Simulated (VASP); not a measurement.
# CaSi2N3 (P6/mmm) in VASP: a series of runs

CaSi2N3 is run at these levels: PBE; tasks: single point.

Program: VASP 6.6.1. These are calculated values, not measurements. Logs are shortened: lines on timing, memory, paths and dates and some standing lists are left out, and cuts for length are marked.

**1. The cell of the first run**

Symmetry: P6/mmm, No. 191, hexagonal system. The conventional cell has a = 5.205 Å, b = 5.205 Å, c = 2.604 Å, α = 90.00°, β = 90.00°, γ = 120.00°. Ca (site symmetry 6/mmm) has 2 Ca at 2.60 Å and 12 N at 2.91 Å and 6 Si at 3.01 Å within 3.4 Å. Si (site symmetry -6m2) has 6 N at 1.99 Å and 2 Si at 2.60 Å within 2.7 Å. Within 2.7 Å of N (site symmetry mmm) lie 4 Si at 1.99 Å and 6 N at 2.60 Å.

The cell was generated, and may not be a known phase.

**2. Single point, PBE**

Contents of INCAR:

```
SYSTEM = CaSi2N3
ALGO = Normal
EDIFF = 1E-6
ENCUT = 520
GGA = PE
ISIF = 2
ISMEAR = 0
LASPH = .True.
LCHARG = .False.
LREAL = .False.
LWAVE = .False.
NBANDS = 26
NELM = 100
PREC = Accurate
SIGMA = 0.1
```

Contents of KPOINTS:

```
k-points
0
Gamma
  6 6 6
  0 0 0
```

Contents of POSCAR:

```
CaSi2N3
1.0
    5.2049699354     -0.0000000028      0.0000000000
   -2.6024849653      4.5076361914      0.0000000000
    0.0000000000      0.0000000000      2.6041188559
Ca Si N
1 2 3
Direct
    0.0000000000      0.0000000000      0.0000000000
    0.3333333333      0.6666666667      0.0000000000
    0.6666666667      0.3333333333      0.0000000000
    0.5000000000      0.0000000000      0.5000000000
    0.5000000000      0.5000000000      0.5000000000
    0.0000000000      0.5000000000      0.5000000000
```

Potentials or basis: VASP PAW PBE potentials, release 64 (Ca_sv, Si, N).

Run with:

```sh
cat potpaw_PBE.64/Ca_sv/POTCAR potpaw_PBE.64/Si/POTCAR potpaw_PBE.64/N/POTCAR > POTCAR
mpirun -np 1 vasp_std > vasp.out
```

OUTCAR:

```text
SYSTEM = CaSi2N3
   EDIFF = 1E-6
   ENCUT = 520
   GGA = PE
   ISIF = 2
   ISMEAR = 0
   LASPH = .True.
   LREAL = .False.
   NELM = 100
   PREC = Accurate

 ion  position               nearest neighbor table
   1  0.000  0.000  0.000-   2 3.01   3 3.01   3 3.01   2 3.01   3 3.01   2 3.01
   2  0.333  0.667  0.000-   6 1.99   6 1.99   4 1.99   4 1.99   5 1.99   5 1.99   3 3.01   3 3.01
                             1 3.01   1 3.01   1 3.01   3 3.01
   3  0.667  0.333  0.000-   6 1.99   6 1.99   4 1.99   4 1.99   5 1.99   5 1.99   2 3.01   2 3.01
                             1 3.01   1 3.01   1 3.01   2 3.01
   4  0.500  0.000  0.500-   2 1.99   3 1.99   2 1.99   3 1.99
   5  0.500  0.500  0.500-   2 1.99   3 1.99   2 1.99   3 1.99
   6  0.000  0.500  0.500-   2 1.99   3 1.99   2 1.99   3 1.99

  LATTYP: Found a hexagonal cell.
 ALAT       =     5.2049699354
 C/A-ratio  =     0.5003139092

  Lattice vectors:

 A1 = (   5.2049699354,  -0.0000000028,   0.0000000000)
 A2 = (  -2.6024849653,   4.5076361914,   0.0000000000)
 A3 = (   0.0000000000,   0.0000000000,   2.6041188559)

Analysis of symmetry for initial positions (statically):
=====================================================================
 Subroutine PRICEL returns:
 Original cell was already a primitive cell.

 Routine SETGRP: Setting up the symmetry group for a
 hexagonal supercell.

 Subroutine GETGRP returns: Found 24 space group operations
 (whereof 24 operations were pure point group operations)
 out of a pool of 24 trial point group operations.

The static configuration has the point symmetry D_6h.

Analysis of symmetry for dynamics (positions and initial velocities):
=====================================================================
 Subroutine PRICEL returns:
 Original cell was already a primitive cell.

 Routine SETGRP: Setting up the symmetry group for a
 hexagonal supercell.

 Subroutine GETGRP returns: Found 24 space group operations
 (whereof 24 operations were pure point group operations)
 out of a pool of 24 trial point group operations.

The dynamic configuration has the point symmetry D_6h.

 Subroutine INISYM returns: Found 24 space group operations
 (whereof 24 operations are pure point group operations),
 and found     1 'primitive' translations

----------------------------------------------------------------------------------------

                                     Primitive cell

  volume of cell :      61.0981

  direct lattice vectors                    reciprocal lattice vectors
     5.204969935 -0.000000003  0.000000000     0.192124068  0.110922883  0.000000000
    -2.602484965  4.507636191  0.000000000     0.000000000  0.221845765  0.000000000
     0.000000000  0.000000000  2.604118856     0.000000000  0.000000000  0.384007050

  length of vectors
     5.204969935  5.204969935  2.604118856     0.221845765  0.221845765  0.384007050

  position of ions in fractional coordinates (direct lattice)
     0.000000000  0.000000000  0.000000000
     0.333333333  0.666666667  0.000000000
     0.666666667  0.333333333  0.000000000
     0.500000000  0.000000000  0.500000000
     0.500000000  0.500000000  0.500000000
     0.000000000  0.500000000  0.500000000

  ion indices of the primitive-cell ions
   primitive index   ion index
                 1           1
                 2           2
                 3           3
                 4           4
                 5           5
                 6           6

----------------------------------------------------------------------------------------

 KPOINTS: k-points

Automatic generation of k-mesh.
 Grid dimensions read from file:
 generate k-points for:    6    6    6

 Generating k-lattice:

  Cartesian coordinates                     Fractional coordinates (reciprocal lattice)
     0.032020678  0.018487147  0.000000000     0.166666667  0.000000000  0.000000000
     0.000000000  0.036974294  0.000000000     0.000000000  0.166666667  0.000000000
     0.000000000  0.000000000  0.064001175     0.000000000  0.000000000  0.166666667

  Length of vectors
     0.036974294  0.036974294  0.064001175

  Shift w.r.t. Gamma in fractional coordinates (k-lattice)
     0.000000000  0.000000000  0.000000000

 Subroutine IBZKPT returns following result:
 ===========================================

 Found     28 irreducible k-points:

 Following reciprocal coordinates:
            Coordinates               Weight
  0.000000  0.000000  0.000000      1.000000
  0.166667  0.000000  0.000000      6.000000
  0.333333  0.000000  0.000000      6.000000
  0.500000  0.000000  0.000000      3.000000
  0.166667  0.166667  0.000000      6.000000
  0.333333  0.166667  0.000000     12.000000
[... 16 lines left out ...]
  0.166667  0.000000  0.500000      6.000000
  0.333333  0.000000  0.500000      6.000000
 [... further k-points ...]
   k-points           NKPTS =     28   k-points in BZ     NKDIM =     28   number of bands    NBANDS=     26
   number of dos      NEDOS =    301   number of ions     NIONS =      6
   total plane-waves  NPLWV =  32000
   dimension x,y,z NGX =    40 NGY =   40 NGZ =   20
   dimension x,y,z NGXF=    80 NGYF=   80 NGZF=   40
   ions per type =               1   2   3
   NGX,Y,Z   is equivalent  to a cutoff of  12.78, 12.78, 12.77 a.u.
   NGXF,Y,Z  is equivalent  to a cutoff of  25.55, 25.55, 25.54 a.u.
 SYSTEM =  CaSi2N3
   PREC   = accura    normal or accurate (medium, high low for compatibility)
   ISTART =      0    job   : 0-new  1-cont  2-samecut
   ICHARG =      2    charge: 1-file 2-atom 10-const
   ISPIN  =      1    spin polarized calculation?
   LNONCOLLINEAR =      F non collinear calculations
   LSORBIT =      F    spin-orbit coupling
   LASPH  =      T    aspherical Exc in radial PAW
   ENCUT  =  520.0 eV  38.22 Ry    6.18 a.u.   9.68  9.68  4.84*2*pi/ulx,y,z
   NELM   =    100;   NELMIN=  2; NELMDL= -5     # of ELM steps
   EDIFF  = 0.1E-05   stopping-criterion for ELM
   LREAL  =      F    real-space projection
[... 7 lines left out ...]
   TEBEG  =    0.0;   TEEND  =   0.0 temperature during run
   PSTRESS=    0.0 pullay stress
   NELECT =      33.0000    total number of electrons
   NUPDOWN=      -1.0000    fix difference up-down
   EMIN   =  10.00;   EMAX   =-10.00  energy-range for DOS
   EFERMI =   0.00;   METHOD = LEGACY
   ISMEAR =     0;   SIGMA  =   0.10  broadening in eV -4-tet -1-fermi 0-gaus
   EFERMI_NEDOS =   21; number of points for ismear=-14 and -15
   IALGO  =     38    algorithm
   IMIX   =      4    mixing-type and parameters
     AMIX     =   0.40;   BMIX     =  1.00
     AMIX_MAG =   1.60;   BMIX_MAG =  1.00
  volume/ion in A,a.u.               =      10.18        68.72
  Fermi-wavevector in a.u.,A,eV,Ry     =   1.333225  2.519430 24.184212  1.777489
  Thomas-Fermi vector in A             =   2.462100
   LORBIT       =      0    0 simple, 1 ext, 2 COOP (PROOUT), +10 PAW based schemes
   GGA     = PE    functional components
   LHFCALC =     F    Hartree Fock is set to
   AEXX    =    0.0000 exact exchange contribution
   IVDW    =     0    specifies the selected vdW correction
   LEPSILON=     F    determine dielectric tensor
   LRPA    =     F    only Hartree local field effects (RPA)
 non-spin polarized calculation
 Gauss-broadening in eV      SIGMA  =   0.10
  energy-cutoff  :      520.00
  volume of cell :       61.10
 maximum number of plane-waves:      1677
 NGX is ok and might be reduce to    40
   NGX = 19   NGY = 19   NGZ =  9

 number of electron      32.9999994 magnetization

 Free energy of the ion-electron system (eV)
  ---------------------------------------------------
  ext. energy  EPLUGINS =         0.00000000
  ---------------------------------------------------
  free energy    TOTEN  =       -37.54814191 eV

  energy without entropy =      -37.54208779  energy(sigma->0) =      -37.54511485

 E-fermi :   9.7608     XC(G=0): -11.8138

 val. band max:        9.7246888445   @ k =   0.3333   0.1667   0.0000
 cond. band min:       9.7646830176   @ k =   0.3333   0.3333   0.0000
 fundamental gap:      0.0399941731
 Fermi energy:         9.7607713165

 k-point     1 :       0.0000    0.0000    0.0000
  band No.  band energies     occupation
      1     -32.2969      2.00000
      2     -13.3136      2.00000
      3     -13.3136      2.00000
      4     -12.1903      2.00000
      5      -9.7166      2.00000
      6      -6.2100      2.00000
[... 18 lines left out ...]
     25      16.6963      0.00000
     26      16.8602      0.00000

 k-point     2 :       0.1667    0.0000    0.0000
  band No.  band energies     occupation
      1     -32.2968      2.00000
      2     -13.3375      2.00000
      3     -13.3181      2.00000
      4     -12.1902      2.00000
      5      -9.5555      2.00000
      6      -6.6581      2.00000
[... 18 lines left out ...]
     25      16.5912      0.00000
     26      16.7127      0.00000

 k-point     3 :       0.3333    0.0000    0.0000
  band No.  band energies     occupation
      1     -32.2965      2.00000
      2     -13.3826      2.00000
      3     -13.3272      2.00000
      4     -12.1900      2.00000
      5      -9.1287      2.00000
      6      -7.4673      2.00000
[... 18 lines left out ...]
     25      16.2035      0.00000
     26      16.3163      0.00000

 k-point     4 :       0.5000    0.0000    0.0000
  band No.  band energies     occupation
      1     -32.2963      2.00000
      2     -13.4039      2.00000
      3     -13.3317      2.00000
      4     -12.1898      2.00000
      5      -8.7331      2.00000
      6      -8.0037      2.00000
[... 18 lines left out ...]
     25      15.8763      0.00000
     26      15.9095      0.00000

 k-point     5 :       0.1667    0.1667    0.0000
  band No.  band energies     occupation
      1     -32.2966      2.00000
      2     -13.3672      2.00000
      3     -13.3294      2.00000
      4     -12.1900      2.00000
      5      -9.2608      2.00000
      6      -7.2336      2.00000
[... 18 lines left out ...]
     25      16.2715      0.00000
     26      16.5388      0.00000

 k-point     6 :       0.3333    0.1667    0.0000
  band No.  band energies     occupation
      1     -32.2963      2.00000
      2     -13.3920      2.00000
      3     -13.3438      2.00000
      4     -12.1898      2.00000
      5      -8.7841      2.00000
      6      -7.9025      2.00000
[... 427 lines left out ...]
 k-point    21 :       0.3333    0.3333    0.3333
  band No.  band energies     occupation
      1     -31.9751      2.00000
      2     -13.9511      2.00000
      3     -13.0674      2.00000
      4     -13.0674      2.00000
      5      -6.8358      2.00000
      6      -6.8358      2.00000
[... 18 lines left out ...]
     25      15.7641      0.00000
     26      16.6757      0.00000

 k-point    22 :       0.0000    0.0000    0.5000
  band No.  band energies     occupation
      1     -31.8621      2.00000
      2     -14.4856      2.00000
      3     -12.9495      2.00000
      4     -12.9495      2.00000
      5      -6.9640      2.00000
      6      -4.0814      2.00000
[... 18 lines left out ...]
     25      14.8070      0.00000
     26      16.8901      0.00000

 k-point    23 :       0.1667    0.0000    0.5000
  band No.  band energies     occupation
      1     -31.8620      2.00000
      2     -14.4834      2.00000
      3     -12.9540      2.00000
      4     -12.9506      2.00000
      5      -6.8696      2.00000
      6      -4.4266      2.00000
[... 18 lines left out ...]
     25      15.2765      0.00000
     26      17.4362      0.00000

 k-point    24 :       0.3333    0.0000    0.5000
  band No.  band energies     occupation
      1     -31.8619      2.00000
      2     -14.4789      2.00000
      3     -12.9629      2.00000
      4     -12.9528      2.00000
      5      -6.6066      2.00000
      6      -5.0879      2.00000
[... 18 lines left out ...]
     25      16.6978      0.00000
     26      16.9023      0.00000

 [... further k-points ...]

------------------------ aborting loop because EDIFF is reached ----------------------------------------

  FORCE on cell =-STRESS in cart. coord.  units (eV):
  Direction    XX          YY          ZZ          XY          YZ          ZX
  --------------------------------------------------------------------------------------
  -------------------------------------------------------------------------------------
  Total       -0.0491450     -0.0491450      0.0175533      0.0000000     -0.0000000      0.0000000
  in kB       -1.2887309     -1.2887309      0.4603015      0.0000000     -0.0000000      0.0000000
  external PRESSURE =      -0.7057201 kB  Pullay stress =       0.0000000 kB

 VOLUME and BASIS-vectors are now :
 -----------------------------------------------------------------------------
  energy-cutoff  :      520.00
  volume of cell :       61.10
      direct lattice vectors                 reciprocal lattice vectors
     5.204969935 -0.000000003  0.000000000     0.192124068  0.110922883  0.000000000
    -2.602484965  4.507636191  0.000000000     0.000000000  0.221845765  0.000000000
     0.000000000  0.000000000  2.604118856     0.000000000  0.000000000  0.384007050

 POSITION                                       TOTAL-FORCE (eV/Angst)
 -----------------------------------------------------------------------------------
      0.00000      0.00000      0.00000         0.000000      0.000000     -0.000000
      0.00000      3.00509      0.00000        -0.000000     -0.000000     -0.000000
      2.60248      1.50255      0.00000         0.000000      0.000000      0.000000
      2.60248     -0.00000      1.30206         0.000000      0.000000     -0.000000
      1.30124      2.25382      1.30206         0.000000      0.000000     -0.000000
     -1.30124      2.25382      1.30206         0.000000      0.000000     -0.000000
 -----------------------------------------------------------------------------------
    total drift:                               -0.000000      0.000000     -0.000000

  FREE ENERGIE OF THE ION-ELECTRON SYSTEM (eV)
  ---------------------------------------------------
  free  energy   TOTEN  =       -37.5481419079 eV

  energy  without entropy=      -37.5420877919  energy(sigma->0) =      -37.54511485
```

It took 52 s on 1 thread of Oxide Virtual Turin-like, shared host; peak memory 0.17 GiB.

Results:

| Quantity | Value |
| --- | --- |
| Free energy | -37.5481 eV |
| Pressure | -0.1 GPa |
| Band gap on the k mesh | zero (an odd number of electrons rules out a gap without spin polarisation) |

Levels at points of the mesh, in eV from the Fermi level:
| k point | band 15 | band 16 | band 17 | band 18 | band 19 | band 20 |
| --- | --- | --- | --- | --- | --- | --- |
| (0.00, 0.00, 0.00) | -1.48 | -1.28 | -0.43 | 1.04 | 1.57 | 1.57 |
| (0.50, 0.00, 0.00) | -2.16 | -1.51 | -0.04 | 2.16 | 2.62 | 4.11 |
| (0.00, 0.00, 0.50) | -1.54 | -1.54 | -0.30 | 1.23 | 1.23 | 2.96 |
| (0.50, 0.00, 0.50) | -3.37 | -1.77 | -0.79 | 0.90 | 1.14 | 1.41 |

Caveat: the k points lie up to 0.40 Å⁻¹ apart, too coarse for converged energies and pressures of a metal.

**3. Single point, PBE**

This run uses another cell than the first one, of 13.15 Å³/atom.

Contents of INCAR:

```
PREC = Accurate
ENCUT = 520
EDIFF = 1E-6
ISMEAR = 0
SIGMA = 0.1
LREAL = False
LASPH = True
NELM = 80
ALGO = Fast
ISIF = 2
LWAVE = False
LCHARG = True
GGA = PE
LELF = True
LVHAR = True
NBANDS = 26
```

Contents of KPOINTS:

```
Automatic mesh
0
Gamma
  6 6 6
```

Contents of POSCAR:

```
CaSi2N3
1.0
    5.3175034300      0.0000000000      0.0000000000
   -2.6587517100      4.6050930500      0.0000000000
    0.0000000000      0.0000000000      3.2214362700
Ca Si N
1 2 3
Direct
    0.0000000000      0.0000000000      0.0000000000
    0.3333333300      0.6666666700      0.0000000000
    0.6666666700      0.3333333300      0.0000000000
    0.5000000000      0.0000000000      0.5000000000
    0.5000000000      0.5000000000      0.5000000000
    0.0000000000      0.5000000000      0.5000000000
```

Potentials or basis: VASP PAW PBE potentials, release 64 (Ca_sv, Si, N).

Run with:

```sh
cat potpaw_PBE.64/Ca_sv/POTCAR potpaw_PBE.64/Si/POTCAR potpaw_PBE.64/N/POTCAR > POTCAR
mpirun -np 1 vasp_std > vasp.out
```

It took 85 s on 1 thread of Oxide Virtual Turin-like, shared host; peak memory 0.19 GiB.

The run converged. Its results:

* Free energy: -33.3840 eV
* Pressure: -17.5 GPa
* Band gap on the k mesh: zero (an odd number of electrons rules out a gap without spin polarisation)

Stress tensor (GPa, compression positive):
```
  3.04   0.00   0.00
  0.00   3.04   0.00
  0.00   0.00 -58.60
```

Levels at points of the mesh, in eV from the Fermi level:
```tsv
k point	band 13	band 14	band 15	band 16	band 17	band 18	band 19	band 20
(0.00, 0.00, 0.00)	-1.89	-1.89	-0.18	-0.18	0.08	0.39	0.60	0.60
(0.50, 0.00, 0.00)	-2.89	-2.88	-1.95	-1.15	-0.37	-0.19	1.17	2.22
(0.00, 0.00, 0.50)	-3.86	-3.86	0.14	0.14	0.38	0.99	0.99	3.37
(0.50, 0.00, 0.50)	-2.52	-2.25	-1.95	-1.81	0.32	1.05	1.11	1.74
```

Caveat: the stress differs along the axes, from -59 to 3 GPa.

The gap in the log of VASP goes by the Fermi energy; the results here count the filled bands.